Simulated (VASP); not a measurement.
## La2O3: relaxation of cell and atoms with PBE

Crystal: La2O3.

```xyz
5
Lattice="3.9308 0.0000 0.0000 -1.9654 3.4042 0.0000 0.0000 0.0000 6.1120" Properties=species:S:1:pos:R:3 pbc="T T T"
La    1.9654    1.1347    4.6070
La    0.0000    2.2694    1.5050
O     1.9654    1.1347    2.1643
O     0.0000    2.2694    3.9477
O     0.0000    0.0000    0.0000
```

```yaml
Program: VASP 6.6.1
Task: relaxation of cell and atoms
Functional: PBE
Potentials_or_basis: VASP PAW PBE potentials, release 64 (La, O)
Cutoff: 600 eV
k_mesh: 9 × 9 × 4
Occupations: gaussian, width 0.02 eV
Spin: no spin polarisation
Dipole_correction: no
Further_INCAR_settings: ALGO = Fast; EDIFF = 1e-06; IBRION = 2; EDIFFG = -0.01; NSW = 100; ISIF = 3
```

```json
{
 "Relaxed volume": "16.58 Å³/atom",
 "Relaxed cell": "a = 3.936 Å, b = 3.936 Å, c = 6.179 Å, α = 90.00°, β = 90.00°, γ = 120.00°",
 "Space group after relaxing (to 0.1 Å)": "P-3m1 (No. 164)",
 "Energy gained by relaxing": "1.1 meV/atom",
 "Ionic steps": "14",
 "Pressure after relaxing": "0.0 GPa",
 "Largest force after relaxing": "0.009 eV/Å",
 "Band gap on the k mesh": "3.88 eV (least direct gap 3.98 eV)"
}
```

Forces on the atoms (eV/Å):
```
La   0.000  0.000 -0.009
La   0.000  0.000  0.009
O    0.000  0.000  0.001
O    0.000  0.000 -0.001
O    0.000  0.000  0.000
```

Step by step:
```tsv
step	energy change (eV)	largest force (eV/Å)	pressure (GPa)	volume (Å³)
1	0.0000	0.0122	1.48	81.78
2	-0.0009	0.1579	-1.35	83.58
3	-0.0043	0.0829	-0.04	82.73
4	-0.0052	0.0166	-0.01	82.83
5	-0.0054	0.0260	-0.01	82.88
6	-0.0054	0.0323	-0.01	82.90
7	-0.0056	0.0223	0.00	82.91
8	-0.0056	0.0163	0.00	82.93
9	-0.0056	0.0197	0.00	82.92
10	-0.0056	0.0164	0.00	82.92
11	-0.0056	0.0161	0.00	82.92
12	-0.0056	0.0216	-0.01	82.92
13	-0.0057	0.0105	0.00	82.92
14	-0.0057	0.0092	0.00	82.92
```

Final structure:
```xyz
5
Lattice="3.9364 0.0000 0.0000 -1.9682 3.4090 0.0000 0.0000 0.0000 6.1792" Properties=species:S:1:pos:R:3 pbc="T T T"
La    1.9682    1.1363    4.6521
La    0.0000    2.2727    1.5272
O     1.9682    1.1363    2.1902
O     0.0000    2.2727    3.9891
O     0.0000    0.0000    0.0000
```

Levels at points of the mesh, in eV from the valence-band top:
```tsv
k point	band 16	band 17	band 18	band 19	band 20	band 21	band 22	band 23	band 24
(0.00, 0.00, 0.00)	-2.06	-1.61	-0.34	-0.34	-0.08	4.29	4.63	4.63	5.10
(0.00, 0.00, 0.50)	-1.85	-0.96	-0.74	-0.25	-0.25	4.68	4.75	4.75	4.90
```

It took 11 min on 1 thread of Intel(R) Xeon(R) 6975P-C (Granite Rapids), with other jobs on the host, peak memory 0.32 GiB.

Caveat: spin-orbit coupling is left out, which moves the levels of the heavy elements; an odd mesh through Γ misses points on the zone boundary, where band edges can lie.
